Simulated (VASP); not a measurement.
# S (P6_3/mmc) in VASP: notebook

Runs on S. Level: r2SCAN. Tasks: relaxation of cell and atoms, single point.

Program: VASP 6.6.1. These are calculated values, not measurements. Logs are shortened: lines on timing, memory, paths and dates and some standing lists are left out, and cuts for length are marked.

### 1 The cell of the first run

It takes space group P6_3/mmc (No. 194, hexagonal). The conventional cell has a = 3.429 Å, b = 3.429 Å, c = 6.739 Å, α = 90.00°, β = 90.00°, γ = 120.00°. Within 3.5 Å of S (site symmetry -3m) lie 14 S at 2.60 to 3.43 Å. Within 3.5 Å of S (site symmetry -6m2) lie 12 S at 2.60 to 3.43 Å.

This isn't the form of S at room conditions, which is orthorhombic, of S8 rings.

### 2 Relaxation of cell and atoms, r2SCAN

File POSCAR:

```
S
1.0
    3.4292459824      0.0000000000      0.0000000000
   -1.7146229912      2.9698141366      0.0000000000
    0.0000000000      0.0000000000      6.7388657113
S
4
Direct
    0.0000000000      0.0000000000      0.0000000000
    0.0000000000      0.0000000000      0.5000000000
    0.3333333333      0.6666666667      0.7500000000
    0.6666666667      0.3333333333      0.2500000000
```

File INCAR.step1:

```
SYSTEM = S
PREC = Accurate ; ENCUT = 600
ISMEAR = 0 ; SIGMA = 0.1
LREAL = .FALSE. ; LASPH = .TRUE.
NELM = 80 ; GGA = PE
ALGO = Normal ; EDIFF = 1E-4
LWAVE = .TRUE. ; LCHARG = .FALSE.
```

File INCAR.step2:

```
SYSTEM = S
PREC = Accurate ; ENCUT = 600
EDIFF = 1E-7 ; ISMEAR = 0
SIGMA = 0.1 ; LREAL = .FALSE.
LASPH = .TRUE. ; NELM = 80
ALGO = Normal ; ISIF = 3
LWAVE = .FALSE. ; LCHARG = .FALSE.
METAGGA = R2SCAN ; LMIXTAU = .TRUE.
IBRION = 2 ; NSW = 90
EDIFFG = -0.04 ; ISTART = 1
```

File KPOINTS:

```
regular mesh
0
G
  6 6 4
  0 0 0
```

Potentials or basis: VASP PAW PBE potentials, release 64 (S).

Launch:

```
cat potpaw_PBE.64/S/POTCAR > POTCAR
cp INCAR.step1 INCAR
mpirun -np 1 vasp_std > vasp.out
cp INCAR.step2 INCAR
mpirun -np 1 vasp_std > vasp.out
```

OUTCAR:

```text
SYSTEM = S
   PREC = Accurate
   ENCUT = 600
   EDIFF = 1E-7
   ISMEAR = 0
   LREAL = .FALSE.
   LASPH = .TRUE.
   NELM = 80
   ISIF = 3
   METAGGA = R2SCAN
   IBRION = 2
   NSW = 90
   EDIFFG = -0.04
   ISTART = 1

 ion  position               nearest neighbor table
   1  0.000  0.000  0.000-   3 2.60   4 2.60   4 2.60   3 2.60   4 2.60   3 2.60
   2  0.000  0.000  0.500-   3 2.60   4 2.60   4 2.60   3 2.60   4 2.60   3 2.60
   3  0.333  0.667  0.750-   1 2.60   2 2.60   1 2.60   2 2.60   1 2.60   2 2.60
   4  0.667  0.333  0.250-   1 2.60   2 2.60   1 2.60   2 2.60   1 2.60   2 2.60

  LATTYP: Found a hexagonal cell.
 ALAT       =     3.4292459824
 C/A-ratio  =     1.9651158727

  Lattice vectors:

 A1 = (   3.4292459824,   0.0000000000,   0.0000000000)
 A2 = (  -1.7146229912,   2.9698141366,   0.0000000000)
 A3 = (   0.0000000000,   0.0000000000,   6.7388657113)

Analysis of symmetry for initial positions (statically):
=====================================================================
 Subroutine PRICEL returns:
 Original cell was already a primitive cell.

 Routine SETGRP: Setting up the symmetry group for a
 hexagonal supercell.

 Subroutine GETGRP returns: Found 24 space group operations
 (whereof 12 operations were pure point group operations)
 out of a pool of 24 trial point group operations.

The static configuration has the point symmetry D_3d.
 The point group associated with its full space group is D_6h.

Analysis of symmetry for dynamics (positions and initial velocities):
=====================================================================
 Subroutine PRICEL returns:
 Original cell was already a primitive cell.

 Routine SETGRP: Setting up the symmetry group for a
 hexagonal supercell.

 Subroutine GETGRP returns: Found 24 space group operations
 (whereof 12 operations were pure point group operations)
 out of a pool of 24 trial point group operations.

The dynamic configuration has the point symmetry D_3d.
 The point group associated with its full space group is D_6h.

 Subroutine INISYM returns: Found 24 space group operations
 (whereof 12 operations are pure point group operations),
 and found     1 'primitive' translations

----------------------------------------------------------------------------------------

                                     Primitive cell

  volume of cell :      68.6301

  direct lattice vectors                    reciprocal lattice vectors
     3.429245982  0.000000000  0.000000000     0.291609294  0.168360704  0.000000000
    -1.714622991  2.969814137  0.000000000     0.000000000  0.336721409  0.000000000
     0.000000000  0.000000000  6.738865711     0.000000000  0.000000000  0.148392926

  length of vectors
     3.429245982  3.429245982  6.738865711     0.336721409  0.336721409  0.148392926

  position of ions in fractional coordinates (direct lattice)
     0.000000000  0.000000000  0.000000000
     0.000000000  0.000000000  0.500000000
     0.333333333  0.666666667  0.750000000
     0.666666667  0.333333333  0.250000000

  ion indices of the primitive-cell ions
   primitive index   ion index
                 1           1
                 2           2
                 3           3
                 4           4

----------------------------------------------------------------------------------------

 KPOINTS: regular mesh

Automatic generation of k-mesh.
 Grid dimensions read from file:
 generate k-points for:    6    6    4

 Generating k-lattice:

  Cartesian coordinates                     Fractional coordinates (reciprocal lattice)
     0.048601549  0.028060117  0.000000000     0.166666667 -0.000000000  0.000000000
     0.000000000  0.056120235  0.000000000     0.000000000  0.166666667  0.000000000
     0.000000000  0.000000000  0.037098231     0.000000000  0.000000000  0.250000000

  Length of vectors
     0.056120235  0.056120235  0.037098231

  Shift w.r.t. Gamma in fractional coordinates (k-lattice)
     0.000000000  0.000000000  0.000000000

 Subroutine IBZKPT returns following result:
 ===========================================

 Found     21 irreducible k-points:

 Following reciprocal coordinates:
            Coordinates               Weight
  0.000000  0.000000  0.000000      1.000000
  0.166667  0.000000  0.000000      6.000000
  0.333333  0.000000  0.000000      6.000000
  0.500000  0.000000  0.000000      3.000000
  0.166667  0.166667  0.000000      6.000000
  0.333333  0.166667  0.000000     12.000000
[... 13 lines left out ...]
  0.333333  0.166667  0.500000     12.000000
  0.333333  0.333333  0.500000      2.000000
   k-points           NKPTS =     21   k-points in BZ     NKDIM =     21   number of bands    NBANDS=     16
   number of dos      NEDOS =    301   number of ions     NIONS =      4
   total plane-waves  NPLWV =  42336
   dimension x,y,z NGX =    28 NGY =   28 NGZ =   54
   dimension x,y,z NGXF=    56 NGYF=   56 NGZF=  108
   ions per type =               4
   NGX,Y,Z   is equivalent  to a cutoff of  13.57, 13.57, 13.32 a.u.
   NGXF,Y,Z  is equivalent  to a cutoff of  27.15, 27.15, 26.64 a.u.
 SYSTEM =  S
   PREC   = accura    normal or accurate (medium, high low for compatibility)
   ISTART =      1    job   : 0-new  1-cont  2-samecut
   ICHARG =      0    charge: 1-file 2-atom 10-const
   ISPIN  =      1    spin polarized calculation?
   LNONCOLLINEAR =      F non collinear calculations
   LSORBIT =      F    spin-orbit coupling
   LASPH  =      T    aspherical Exc in radial PAW
   ENCUT  =  600.0 eV  44.10 Ry    6.64 a.u.   6.85  6.85 13.46*2*pi/ulx,y,z
   NELM   =     80;   NELMIN=  2; NELMDL=  0     # of ELM steps
   EDIFF  = 0.1E-06   stopping-criterion for ELM
   LREAL  =      F    real-space projection
   EDIFFG = -.4E-01   stopping-criterion for IOM
   NSW    =     90    number of steps for IOM
   IBRION =      2    ionic relax: 0-MD 1-quasi-New 2-CG
   NFREE  =      1    steps in history (QN), initial steepest desc. (CG)
   ISIF   =      3    stress and relaxation
   ISYM   =      2    0-nonsym 1-usesym 2-fastsym
   POTIM  = 0.5000    time-step for ionic-motion
   TEBEG  =    0.0;   TEEND  =   0.0 temperature during run
   PSTRESS=    0.0 pullay stress
   NELECT =      24.0000    total number of electrons
   NUPDOWN=      -1.0000    fix difference up-down
   EMIN   =  10.00;   EMAX   =-10.00  energy-range for DOS
   EFERMI =   0.00;   METHOD = LEGACY
   ISMEAR =     0;   SIGMA  =   0.10  broadening in eV -4-tet -1-fermi 0-gaus
   EFERMI_NEDOS =   21; number of points for ismear=-14 and -15
   IALGO  =     38    algorithm
   IMIX   =      4    mixing-type and parameters
     AMIX     =   0.40;   BMIX     =  1.00
     AMIX_MAG =   1.60;   BMIX_MAG =  1.00
  volume/ion in A,a.u.               =      17.16       115.78
  Fermi-wavevector in a.u.,A,eV,Ry     =   1.153383  2.179578 18.099737  1.330293
  Thomas-Fermi vector in A             =   2.290028
   LORBIT       =      0    0 simple, 1 ext, 2 COOP (PROOUT), +10 PAW based schemes
   METAGGA = R2SCAN    functional components
   LHFCALC =     F    Hartree Fock is set to
   AEXX    =    0.0000 exact exchange contribution
   IVDW    =     0    specifies the selected vdW correction
   LEPSILON=     F    determine dielectric tensor
   LRPA    =     F    only Hartree local field effects (RPA)
 conjugate gradient relaxation of ions
 non-spin polarized calculation
 Gauss-broadening in eV      SIGMA  =   0.10
  energy-cutoff  :      600.00
  volume of cell :       68.63
 maximum number of plane-waves:      2318
 NGX is ok and might be reduce to    28
   NGX = 13   NGY = 13   NGZ = 27

--------------------------------------- Ionic step        1  -------------------------------------------

 number of electron      23.9999999 magnetization

 Free energy of the ion-electron system (eV)
  ---------------------------------------------------
  ext. energy  EPLUGINS =         0.00000000
  ---------------------------------------------------
  free energy    TOTEN  =       -28.74419919 eV

  energy without entropy =      -28.74096695  energy(sigma->0) =      -28.74258307

------------------------ aborting loop because EDIFF is reached ----------------------------------------

  FORCE on cell =-STRESS in cart. coord.  units (eV):
  Direction    XX          YY          ZZ          XY          YZ          ZX
  --------------------------------------------------------------------------------------
  -------------------------------------------------------------------------------------
  Total       -0.3513888     -0.3513888     -0.0300883     -0.0000000      0.0000000      0.0000000
  in kB       -8.2032095     -8.2032095     -0.7024142     -0.0000000      0.0000000      0.0000000
  external PRESSURE =      -5.7029444 kB  Pullay stress =       0.0000000 kB

 VOLUME and BASIS-vectors are now :
 -----------------------------------------------------------------------------
  energy-cutoff  :      600.00
  volume of cell :       68.63
      direct lattice vectors                 reciprocal lattice vectors
     3.429245982  0.000000000  0.000000000     0.291609294  0.168360704  0.000000000
    -1.714622991  2.969814137  0.000000000     0.000000000  0.336721409  0.000000000
     0.000000000  0.000000000  6.738865711     0.000000000  0.000000000  0.148392926
[... 77 lines left out ...]
 POSITION                                       TOTAL-FORCE (eV/Angst)
 -----------------------------------------------------------------------------------
     -0.00000      0.00000      0.00000         0.000000     -0.000000      0.000000
     -0.00000      0.00000      3.36815         0.000000     -0.000000      0.000000
     -0.00000      1.97104      5.05222         0.000000     -0.000000     -0.000000
      1.70697      0.98552      1.68407        -0.000000      0.000000      0.000000
 -----------------------------------------------------------------------------------
    total drift:                               -0.000000     -0.000000     -0.000000

  FREE ENERGIE OF THE ION-ELECTRON SYSTEM (eV)
  ---------------------------------------------------
  free  energy   TOTEN  =       -28.7457872969 eV

  energy  without entropy=      -28.7428247554  energy(sigma->0) =      -28.74430603

--------------------------------------- Ionic step        4  -------------------------------------------

 number of electron      23.9999999 magnetization

 Free energy of the ion-electron system (eV)
  ---------------------------------------------------
  ext. energy  EPLUGINS =         0.00000000
  ---------------------------------------------------
  free energy    TOTEN  =       -28.74611769 eV

  energy without entropy =      -28.74335156  energy(sigma->0) =      -28.74473462

 E-fermi :   6.8993     XC(G=0): -11.2585

 val. band max:        6.8082510384   @ k =   0.1667   0.0000   0.0000
 cond. band min:       6.9842846194   @ k =   0.0000   0.0000   0.5000
 fundamental gap:      0.1760335810
 Fermi energy:         6.8992867850

 k-point     1 :       0.0000    0.0000    0.0000
  band No.  band energies     occupation
      1     -10.8752      2.00000
      2      -8.1467      2.00000
      3      -8.0016      2.00000
      4      -2.3718      2.00000
      5       1.4452      2.00000
      6       3.7036      2.00000
[... 8 lines left out ...]
     15       7.8960      0.00000
     16      10.0424      0.00000
[... 400 lines left out ...]
 POSITION                                       TOTAL-FORCE (eV/Angst)
 -----------------------------------------------------------------------------------
      1.70527      2.95362     -0.00000        -0.000000      0.000000      0.000000
      1.70527      2.95362      3.37714         0.000000      0.000000      0.000000
     -0.00000      1.96908      5.06571        -0.000000     -0.000000      0.000000
      1.70527      0.98454      1.68857         0.000000      0.000000     -0.000000
 -----------------------------------------------------------------------------------
    total drift:                               -0.000000      0.000000      0.000000

  FREE ENERGIE OF THE ION-ELECTRON SYSTEM (eV)
  ---------------------------------------------------
  free  energy   TOTEN  =       -28.7461176874 eV

  energy  without entropy=      -28.7433515584  energy(sigma->0) =      -28.74473462

 reached required accuracy - stopping structural energy minimisation
```

Wall time 9.9 min (1 thread of Oxide Virtual Turin-like, shared host); peak memory 0.18 GiB.

Results:

```yaml
Free_energy: -28.7461 eV
Relaxed_volume: 17.01 Å³/atom
Relaxed_cell: a = 3.411 Å, b = 3.411 Å, c = 6.754 Å, α = 90.00°, β = 90.00°, γ = 120.00°
Space_group_after_relaxing_to_0.1_Å: P6_3/mmc (No. 194)
Energy_gained_by_relaxing: 0.5 meV/atom
Ionic_steps: 4
Pressure_after_relaxing: 0.0 GPa
Band_gap_on_the_k_mesh: zero (bands 12 and 13 overlap by 2.76 eV)
```

The path:
```
step  energy change (eV)  largest force (eV/Å)  pressure (GPa)  volume (Å³)
   1              0.0000                0.0000           -0.57        68.63
   2             -0.0016                0.0000            0.12        68.02
   3             -0.0016                0.0000            0.16        67.99
   4             -0.0019                0.0000            0.01        68.04
```

Final structure:
```
S
1.0
     3.41054    0.00000    0.00000
    -1.70527    2.95362    0.00000
     0.00000    0.00000    6.75428
S
4
Direct
  0.00000 0.00000 0.00000
  0.00000 0.00000 0.50000
  0.33333 0.66667 0.75000
  0.66667 0.33333 0.25000
```

Levels at points of the mesh, in eV from the Fermi level:
```tsv
k point	band 9	band 10	band 11	band 12	band 13	band 14	band 15	band 16
(0.00, 0.00, 0.00)	-1.78	-1.15	-1.15	-0.96	-0.40	1.00	1.00	3.14
(0.50, 0.00, 0.00)	-2.76	-2.43	-2.30	-2.25	-2.12	2.30	2.66	3.60
(0.00, 0.00, 0.50)	-2.73	-2.73	0.09	0.09	0.09	0.09	1.77	1.77
(0.50, 0.00, 0.50)	-4.36	-4.36	0.40	0.40	0.59	0.59	1.42	1.42
```

Caveat: the PAW data sets were made with another functional, which shifts forces and pressure a little.

### 3 Single point, r2SCAN

This run uses another cell than the first one, of 17.11 Å³/atom.

File POSCAR:

```
S
1.0
    3.4322508544      0.0000000000      0.0000000000
   -1.7161254272      2.9724164321      0.0000000000
    0.0000000000      0.0000000000      6.7065527137
S
4
Direct
    0.0000000000      0.0000000000      0.0000000000
    0.0000000000      0.0000000000      0.5000000000
    0.3333333333      0.6666666667      0.7500000000
    0.6666666667      0.3333333333      0.2500000000
```

File INCAR.step1:

```
SYSTEM = S
PREC = Accurate
ENCUT = 520
ISMEAR = 0
SIGMA = 0.1
LREAL = .False.
LASPH = .True.
NELM = 60
NBANDS = 20
GGA = PE
ALGO = Normal
EDIFF = 1E-4
LWAVE = .True.
LCHARG = .False.
```

File INCAR.step2:

```
SYSTEM = S
PREC = Accurate
ENCUT = 520
EDIFF = 1E-7
ISMEAR = 0
SIGMA = 0.1
LREAL = .False.
LASPH = .True.
NELM = 60
ALGO = Normal
ISIF = 2
LWAVE = .False.
LCHARG = .True.
METAGGA = R2SCAN
LMIXTAU = .True.
LELF = .True.
LVHAR = .True.
NBANDS = 20
ISTART = 1
```

File KPOINTS:

```
regular mesh
0
Gamma
  15 15 8
  0 0 0
```

Potentials or basis: VASP PAW PBE potentials, release 64 (S).

Launch:

```
cat potpaw_PBE.64/S/POTCAR > POTCAR
cp INCAR.step1 INCAR
mpirun -np 1 vasp_std > vasp.out
cp INCAR.step2 INCAR
mpirun -np 1 vasp_std > vasp.out
```

It took 24 min on 1 thread of Oxide Virtual Turin-like, shared host; peak memory 0.24 GiB.

The run converged. Its results:

```
Free energy            : -28.7196 eV
Pressure               : -0.2 GPa
Band gap on the k mesh : zero (bands 12 and 13 overlap by 2.72 eV)
```

Levels at points of the mesh, in eV from the Fermi level:
```csv
k point,band 9,band 10,band 11,band 12,band 13,band 14,band 15,band 16
"(0.00, 0.00, 0.00)",-1.82,-1.18,-1.18,-1.04,-0.44,0.99,0.99,3.09
"(0.00, 0.00, 0.50)",-2.78,-2.78,0.07,0.07,0.07,0.07,1.70,1.70
```

Caveat: the PAW data sets were made with another functional, which shifts forces and pressure a little.

The gap in the log of VASP goes by the Fermi energy; the results here count the filled bands.